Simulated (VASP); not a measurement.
# MoS2 (P-6m2) in VASP: a series of runs

Runs on MoS2. Level: PBE+D3(BJ). Tasks: single point.

Everything below comes from runs of VASP 6.6.1. Logs are shortened: lines on timing, memory, paths and dates and some standing lists are left out, and cuts for length are marked.

### Step 1. The cell of the first run

The structure is hexagonal, space group P-6m2 (No. 187). Conventional cell: a = 3.070 Å, b = 3.070 Å, c = 6.995 Å, α = 90.00°, β = 90.00°, γ = 120.00°. Within 3.3 Å of Mo (site symmetry -6m2) lie 6 S at 2.48 Å and 6 Mo at 3.07 Å. S (site symmetry 3m) has 3 Mo at 2.48 Å and 6 S at 3.07 Å within 3.3 Å.

### Step 2. Single point, PBE+D3(BJ) (c/a of the conventional cell at fixed volume 2.2786)

INCAR

```
SYSTEM = MoS2
PREC = Accurate ; ENCUT = 500
EDIFF = 1E-6 ; ISMEAR = 0
SIGMA = 0.05 ; LREAL = .FALSE.
LASPH = .TRUE. ; NELM = 120
ALGO = Normal ; ISIF = 2
LWAVE = .FALSE. ; LCHARG = .FALSE.
GGA = PE ; IVDW = 12
NBANDS = 20 ; GGA_COMPAT = .FALSE.
```

KPOINTS

```
Automatic mesh
0
G
  12 12 4
  0 0 0
```

POSCAR

```
MoS2
1.0
    3.0696848962      0.0000000000      0.0000000000
   -1.5348424481      2.6584251017      0.0000000000
    0.0000000000      0.0000000000      6.9945840045
Mo S
1 2
Direct
    0.0000000000      0.0000000000      0.0000000000
    0.3333333333      0.6666666667      0.2483301274
    0.3333333333      0.6666666667      0.7516698726
```

Potentials or basis: VASP PAW PBE potentials, release 64 (Mo_sv, S).

Command:

```bash
$ cat potpaw_PBE.64/Mo_sv/POTCAR potpaw_PBE.64/S/POTCAR > POTCAR
$ mpirun -np 1 vasp_std > vasp.out
```

OUTCAR:

```text
SYSTEM = MoS2
   PREC = Accurate
   ENCUT = 500
   EDIFF = 1E-6
   ISMEAR = 0
   LREAL = .FALSE.
   LASPH = .TRUE.
   NELM = 120
   ISIF = 2
   GGA = PE
   IVDW = 12
 IVDW          = 12

 ion  position               nearest neighbor table
   1  0.000  0.000  0.000-   2 2.48   3 2.48   2 2.48   3 2.48   2 2.48   3 2.48
   2  0.333  0.667  0.248-   1 2.48   1 2.48   1 2.48
   3  0.333  0.667  0.752-   1 2.48   1 2.48   1 2.48

  LATTYP: Found a hexagonal cell.
 ALAT       =     3.0696848962
 C/A-ratio  =     2.2786000000

  Lattice vectors:

 A1 = (   3.0696848962,   0.0000000000,   0.0000000000)
 A2 = (  -1.5348424481,   2.6584251017,   0.0000000000)
 A3 = (   0.0000000000,   0.0000000000,   6.9945840045)

Analysis of symmetry for initial positions (statically):
=====================================================================
 Subroutine PRICEL returns:
 Original cell was already a primitive cell.

 Routine SETGRP: Setting up the symmetry group for a
 hexagonal supercell.

 Subroutine GETGRP returns: Found 12 space group operations
 (whereof 12 operations were pure point group operations)
 out of a pool of 24 trial point group operations.

The static configuration has the point symmetry D_3h.

Analysis of symmetry for dynamics (positions and initial velocities):
=====================================================================
 Subroutine PRICEL returns:
 Original cell was already a primitive cell.

 Routine SETGRP: Setting up the symmetry group for a
 hexagonal supercell.

 Subroutine GETGRP returns: Found 12 space group operations
 (whereof 12 operations were pure point group operations)
 out of a pool of 24 trial point group operations.

The dynamic configuration has the point symmetry D_3h.

 Subroutine INISYM returns: Found 12 space group operations
 (whereof 12 operations are pure point group operations),
 and found     1 'primitive' translations

----------------------------------------------------------------------------------------

                                     Primitive cell

  volume of cell :      57.0795

  direct lattice vectors                    reciprocal lattice vectors
     3.069684896  0.000000000  0.000000000     0.325766336  0.188081282  0.000000000
    -1.534842448  2.658425102  0.000000000     0.000000000  0.376162563  0.000000000
     0.000000000  0.000000000  6.994584005     0.000000000  0.000000000  0.142967759

  length of vectors
[... 83 lines left out ...]
   NELM   =    120;   NELMIN=  2; NELMDL= -5     # of ELM steps
   EDIFF  = 0.1E-05   stopping-criterion for ELM
   LREAL  =      F    real-space projection
   EDIFFG = 0.1E-04   stopping-criterion for IOM
   NSW    =      0    number of steps for IOM
   IBRION =     -1    ionic relax: 0-MD 1-quasi-New 2-CG
   NFREE  =      0    steps in history (QN), initial steepest desc. (CG)
   ISIF   =      2    stress and relaxation
   ISYM   =      2    0-nonsym 1-usesym 2-fastsym
   POTIM  = 0.5000    time-step for ionic-motion
   TEBEG  =    0.0;   TEEND  =   0.0 temperature during run
   PSTRESS=    0.0 pullay stress
   NELECT =      26.0000    total number of electrons
   NUPDOWN=      -1.0000    fix difference up-down
   EMIN   =  10.00;   EMAX   =-10.00  energy-range for DOS
   EFERMI =   0.00;   METHOD = LEGACY
   ISMEAR =     0;   SIGMA  =   0.05  broadening in eV -4-tet -1-fermi 0-gaus
   EFERMI_NEDOS =   21; number of points for ismear=-14 and -15
   IALGO  =     38    algorithm
   IMIX   =      4    mixing-type and parameters
     AMIX     =   0.40;   BMIX     =  1.00
     AMIX_MAG =   1.60;   BMIX_MAG =  1.00
  volume/ion in A,a.u.               =      19.03       128.40
  Fermi-wavevector in a.u.,A,eV,Ry     =   1.259619  2.380335 21.587552  1.586640
  Thomas-Fermi vector in A             =   2.393170
   LORBIT       =      0    0 simple, 1 ext, 2 COOP (PROOUT), +10 PAW based schemes
   GGA     = PE    functional components
   LHFCALC =     F    Hartree Fock is set to
   AEXX    =    0.0000 exact exchange contribution
   IVDW    =    12    specifies the selected vdW correction
   LEPSILON=     F    determine dielectric tensor
   LRPA    =     F    only Hartree local field effects (RPA)
 non-spin polarized calculation
 Gauss-broadening in eV      SIGMA  =   0.05
  energy-cutoff  :      500.00
  volume of cell :       57.08
 maximum number of plane-waves:      1490
 NGX is ok and might be reduce to    24
   NGX = 11   NGY = 11   NGZ = 25

 number of electron      25.9999997 magnetization

 Free energy of the ion-electron system (eV)
  ---------------------------------------------------
  ext. energy  EPLUGINS =         0.00000000
  ---------------------------------------------------
  free energy    TOTEN  =       -21.38687092 eV

  energy without entropy =      -21.38687092  energy(sigma->0) =      -21.38687092

 E-fermi :   6.5191     XC(G=0): -10.4025

 val. band max:        6.2025177183   @ k =   0.3333   0.3333   0.5000
 cond. band min:       7.1307317874   @ k =   0.1667   0.1667   0.0000
 fundamental gap:      0.9282140692
 Fermi energy:         6.5190802351

 k-point     1 :       0.0000    0.0000    0.0000
  band No.  band energies     occupation
      1     -54.7531      2.00000
      2     -28.9209      2.00000
      3     -28.5577      2.00000
      4     -28.5577      2.00000
      5      -8.0282      2.00000
      6      -6.9867      2.00000
[... 541 lines left out ...]
     19      13.8603      0.00000
     20      14.7437      0.00000

 [... further k-points ...]

------------------------ aborting loop because EDIFF is reached ----------------------------------------

 Edisp (eV)   -1.19502

 E8    (eV) :    -0.4832

  FORCE on cell =-STRESS in cart. coord.  units (eV):
  Direction    XX          YY          ZZ          XY          YZ          ZX
  --------------------------------------------------------------------------------------
  -------------------------------------------------------------------------------------
  Total      -0.02234    -0.02234    -7.95503     0.00000    -0.00000     0.00000
  in kB      -0.62715    -0.62715  -223.29141     0.00000    -0.00000     0.00000
  external pressure =      -74.85 kB  Pullay stress =        0.00 kB

 VOLUME and BASIS-vectors are now :
 -----------------------------------------------------------------------------
  energy-cutoff  :      500.00
  volume of cell :       57.08
      direct lattice vectors                 reciprocal lattice vectors
     3.069684896  0.000000000  0.000000000     0.325766336  0.188081282  0.000000000
    -1.534842448  2.658425102  0.000000000     0.000000000  0.376162563  0.000000000
     0.000000000  0.000000000  6.994584005     0.000000000  0.000000000  0.142967759

 POSITION                                       TOTAL-FORCE (eV/Angst)
 -----------------------------------------------------------------------------------
      0.00000      0.00000      0.00000         0.000000      0.000000      0.000000
     -0.00000      1.77228      1.73697        -0.000000     -0.000000     -2.252791
     -0.00000      1.77228      5.25762        -0.000000      0.000000      2.252791
 -----------------------------------------------------------------------------------
    total drift:                                0.000000     -0.000000     -0.000000

  FREE ENERGIE OF THE ION-ELECTRON SYSTEM (eV)
  ---------------------------------------------------
  free  energy   TOTEN  =       -22.5818948612 eV

  energy  without entropy=      -22.5818948612  energy(sigma->0) =      -22.58189486
```

OSZICAR:

```text
N       E                     dE             d eps       ncg     rms          rms(c)
DAV:   1     0.176310112162E+03    0.17631E+03   -0.13171E+04  2296   0.118E+03
DAV:   2    -0.153797876293E+02   -0.19169E+03   -0.18604E+03  2756   0.308E+02
DAV:   3    -0.227555717558E+02   -0.73758E+01   -0.72893E+01  2816   0.557E+01
DAV:   4    -0.228549147568E+02   -0.99343E-01   -0.99295E-01  2744   0.679E+00
DAV:   5    -0.228566756994E+02   -0.17609E-02   -0.17608E-02  2876   0.881E-01    0.212E+01
DAV:   6    -0.220610419155E+02    0.79563E+00   -0.13204E+01  2532   0.201E+01    0.877E+00
DAV:   7    -0.215702481376E+02    0.49079E+00   -0.69795E+00  2368   0.135E+01    0.547E+00
DAV:   8    -0.213870846357E+02    0.18316E+00   -0.90717E-01  2544   0.536E+00    0.182E+00
DAV:   9    -0.213892416935E+02   -0.21571E-02   -0.48667E-02  2708   0.131E+00    0.790E-01
DAV:  10    -0.213866987197E+02    0.25430E-02   -0.17245E-02  2632   0.853E-01    0.158E-01
DAV:  11    -0.213868191488E+02   -0.12043E-03   -0.62487E-04  2616   0.169E-01    0.500E-02
DAV:  12    -0.213868323316E+02   -0.13183E-04   -0.91127E-05  2644   0.596E-02    0.356E-02
DAV:  13    -0.213868711874E+02   -0.38856E-04   -0.79771E-05  2452   0.521E-02    0.188E-02
DAV:  14    -0.213868709214E+02    0.26601E-06   -0.67605E-06  2896   0.166E-02
   1 F= -.22581895E+02 E0= -.22581895E+02  d E =-.382321E-21
```

stdout:

```text
POSCAR found type information on POSCAR MoS
 POSCAR found :  2 types and       3 ions
 scaLAPACK will be used
 LDA part: xc-table for (Slater+PW92), standard interpolation
 POSCAR, INCAR and KPOINTS ok, starting setup
 FFT: planning ... GRIDC
 FFT: planning ... GRID_SOFT
 FFT: planning ... GRID
 WAVECAR not read
 entering main loop
```

Wall time 55 s (1 thread of AMD EPYC 9R45 (Zen 5), shared host); peak memory 0.18 GiB.

What came out:

```
Free energy                : -22.5819 eV
Pressure                   : -7.5 GPa
Largest force              : 2.253 eV/Å
Band gap on the k mesh     : 0.93 eV, indirect (least direct gap 1.72 eV)
Dispersion energy per atom : -0.398 eV
```

Forces on the atoms (eV/Å):
```
Mo   0.000  0.000  0.000
S    0.000  0.000 -2.253
S    0.000  0.000  2.253
```

Stress tensor (GPa, compression positive):
```
 -0.06   0.00   0.00
  0.00  -0.06   0.00
  0.00   0.00 -22.33
```

Caveat: forces of over 1 eV/Å act on the atoms, so gaps and moduli don't describe the material at rest. A k mesh can miss the band edges.

### Step 3. Single point, PBE+D3(BJ) (c/a of the conventional cell at fixed volume 2.0536)

INCAR

```
ALGO     = Normal         # electronic algorithm
EDIFF    = 1E-6           # SCF threshold, eV
ENCUT    = 500            # plane-wave cutoff, eV
GGA      = PE             # functional
GGA_COMPAT= F            
ISIF     = 2              # what is computed and relaxed
ISMEAR   = 0              # smearing method
IVDW     = 12             # dispersion correction
LASPH    = T              # aspherical terms in the spheres
LCHARG   = F              # write CHGCAR
LREAL    = F              # projectors in reciprocal space
LWAVE    = F              # write WAVECAR
NBANDS   = 20             # bands
NELM     = 120            # most SCF steps
PREC     = Accurate       # precision mode
SIGMA    = 0.05           # smearing width, eV
```

KPOINTS

```
k-points
0
Gamma
  12 12 4
```

POSCAR

```
MoS2
1.0
    3.1779315830      0.0000000000      0.0000000000
   -1.5889657915      2.7521694823      0.0000000000
    0.0000000000      0.0000000000      6.5262002988
Mo S
1 2
Direct
    0.0000000000      0.0000000000      0.0000000000
    0.3333333333      0.6666666667      0.2483301274
    0.3333333333      0.6666666667      0.7516698726
```

Potentials or basis: VASP PAW PBE potentials, release 64 (Mo_sv, S).

Command:

```bash
$ cat potpaw_PBE.64/Mo_sv/POTCAR potpaw_PBE.64/S/POTCAR > POTCAR
$ mpirun -np 1 vasp_std > vasp.out
```

Run time: 50 s. Hardware: 1 thread of AMD EPYC 9R45 (Zen 5), shared host; peak memory 0.18 GiB.

Results (log left out):

```yaml
Free_energy: -22.8969 eV
Pressure: -6.6 GPa
Largest_force: 1.226 eV/Å
Band_gap_on_the_k_mesh: 1.01 eV, indirect (least direct gap 1.74 eV)
Dispersion_energy_per_atom: -0.397 eV
```

Forces in eV/Å, atoms in the order of the input:
```
Mo   0.000  0.000  0.000
S    0.000  0.000 -1.226
S    0.000  0.000  1.226
```

Stress tensor (GPa, compression positive):
```
-5.51  0.00  0.00
 0.00 -5.51  0.00
 0.00  0.00 -8.79
```

Levels at points of the mesh, in eV from the valence-band top:
| k point | band 10 | band 11 | band 12 | band 13 | band 14 | band 15 | band 16 | band 17 |
| --- | --- | --- | --- | --- | --- | --- | --- | --- |
| (0.00, 0.00, 0.00) | -1.64 | -1.64 | -1.29 | -1.08 | 2.35 | 2.35 | 2.38 | 2.38 |
| (0.50, 0.00, 0.00) | -3.29 | -1.86 | -1.34 | -1.29 | 1.89 | 2.17 | 3.74 | 3.78 |
| (0.00, 0.00, 0.50) | -2.68 | -1.68 | -1.68 | 0.00 | 2.26 | 2.26 | 2.51 | 2.51 |
| (0.50, 0.00, 0.50) | -3.34 | -3.04 | -1.16 | -0.75 | 1.91 | 2.44 | 2.92 | 3.50 |

Caveat: forces of over 1 eV/Å act on the atoms, so gaps and moduli don't describe the material at rest.
